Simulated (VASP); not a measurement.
Write the native input for VASP 6.6.1 that does the following.

| Quantity | Value |
| --- | --- |
| Task | single point |
| Functional | PBEsol |
| Potentials or basis | VASP PAW PBE potentials, release 64 (Zn, O) |
| Cutoff | 520 eV |
| k mesh | 9 × 9 × 6 |
| Occupations | gaussian, width 0.02 eV |
| Spin | no spin polarisation |
| Dipole correction | no |
| Further INCAR settings | ALGO = Normal; EDIFF = 1e-06; NBANDS = 26 |

The structure of ZnO (e600) lies in POSCAR:

```
ZnO
1.0
    3.2309721498      0.0000000000      0.0000000000
   -1.6154860749      2.7981039606      0.0000000000
    0.0000000000      0.0000000000      5.2154102488
Zn O
2 2
Direct
    0.3333333333      0.6666666667      0.0020260005
    0.6666666667      0.3333333333      0.5020260005
    0.3333333333      0.6666666667      0.3809739995
    0.6666666667      0.3333333333      0.8809739995
```

One way to write it, as run:

INCAR

```
SYSTEM = ZnO
PREC = Accurate
ENCUT = 520
EDIFF = 1E-6
ISMEAR = 0
SIGMA = 0.02
LREAL = .False.
LASPH = .True.
NELM = 80
ALGO = Normal
ISIF = 2
LWAVE = .False.
LCHARG = .False.
GGA = PS
NBANDS = 26
```

KPOINTS

```
regular mesh
0
Gamma
  9 9 6
  0 0 0
```

Potentials or basis: VASP PAW PBE potentials, release 64 (Zn, O).

Run with:

```console
$ cat potpaw_PBE.64/Zn/POTCAR potpaw_PBE.64/O/POTCAR > POTCAR
$ mpirun -np 1 vasp_std > vasp.out
```

It gave:

```yaml
Pressure: 0.6 GPa
Band_gap_on_the_k_mesh: 0.69 eV, direct
```

Caveat: the PAW data sets were made with another functional, which shifts forces and pressure a little.

Wall time 34 s on 1 thread of Intel(R) Xeon(R) Platinum 8124M CPU @ 3.00GHz (Skylake/Cascade Lake), with other jobs on the host, peak memory 0.18 GiB.
